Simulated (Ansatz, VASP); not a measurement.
**Two plane-wave programs on BeSe**

The input INCAR:

```
PREC = Accurate
ENCUT = 520
EDIFF = 1E-6
ISMEAR = -1
SIGMA = 0.05
LREAL = False
LASPH = True
NELM = 100
ALGO = Normal
ISIF = 2
LWAVE = False
LCHARG = False
LDIPOL = True
IDIPOL = 3
DIPOL = 0.5 0.5 0.500
GGA = PE
NBANDS = 26
```

The input KPOINTS:

```
Automatic mesh
0
Gamma
  9 9 1
```

POSCAR

```
BeSe
1.0
    3.5850313806      0.0000000000      0.0000000000
   -1.7925156903      3.1047282490      0.0000000000
    0.0000000000      0.0000000000     24.5132890606
Se Be
4 4
Direct
    0.0000000000      0.0000000000      0.3059564949
    0.3333333333      0.6666666667      0.4253678827
    0.6666666667      0.3333333333      0.5447792704
    0.0000000000      0.0000000000      0.6641906581
    0.3333333333      0.6666666667      0.3358093419
    0.6666666667      0.3333333333      0.4552207296
    0.0000000000      0.0000000000      0.5746321173
    0.3333333333      0.6666666667      0.6940435051
```

File input.yaml:

```yaml
crystal:
  lattice:
    - [3.5850313806, 0.0, 0.0]
    - [-1.7925156903, 3.104728249, 0.0]
    - [0.0, 0.0, 24.5132890606]
  atoms:
    - { symbol: Se, position: [0.0, 0.0, 0.3059564949] }
    - { symbol: Be, position: [0.3333333333, 0.6666666667, 0.3358093419] }
    - { symbol: Se, position: [0.3333333333, 0.6666666667, 0.4253678827] }
    - { symbol: Be, position: [0.6666666667, 0.3333333333, 0.4552207296] }
    - { symbol: Se, position: [0.6666666667, 0.3333333333, 0.5447792704] }
    - { symbol: Be, position: [0.0, 0.0, 0.5746321173] }
    - { symbol: Se, position: [0.0, 0.0, 0.6641906581] }
    - { symbol: Be, position: [0.3333333333, 0.6666666667, 0.6940435051] }
hamiltonian:
  xc: pbe
  pseudopotentials: { kind: paw }
kpoints:
  mp_grid: { grid: [9, 9, 1] }
scf:
  occupations: { method: fermi_dirac, width: 0.05 }
output:
  forces: true
  eigenvalues: true
efield:
  axis: 3
  dipole_correction: true
  ramp_width: 0.04
```

Alike in both runs: task single point; functional PBE; k mesh 9 × 9 × 1; occupations fermi-dirac, width 0.05 eV; no spin polarisation.

|  | VASP | Ansatz |
| --- | --- | --- |
| version | VASP 6.6.1 | Ansatz 0.2.0 |
| potentials or method | VASP PAW PBE potentials, release 64 (Se, Be) | Ansatz PAW |
| plane-wave cutoff (eV) | 520 | 420 |
| valence electrons in the cell | 32 | 72 |

|  | VASP | Ansatz | Ansatz less VASP |
| --- | --- | --- | --- |
| gap on the k mesh at the Fermi level (eV) | none | none | - |
| rms of the force components (eV/Å) | 0.439 | 0.439 | -0.0001 |

A gap of «none» marks a metal or a gap that the smearing closes. With one functional, cell and mesh, what is left measures potentials, basis and numerics. VASP's potentials hold 32 valence electrons a cell and Ansatz's 72, so a difference there can come from the potentials and not from the codes.
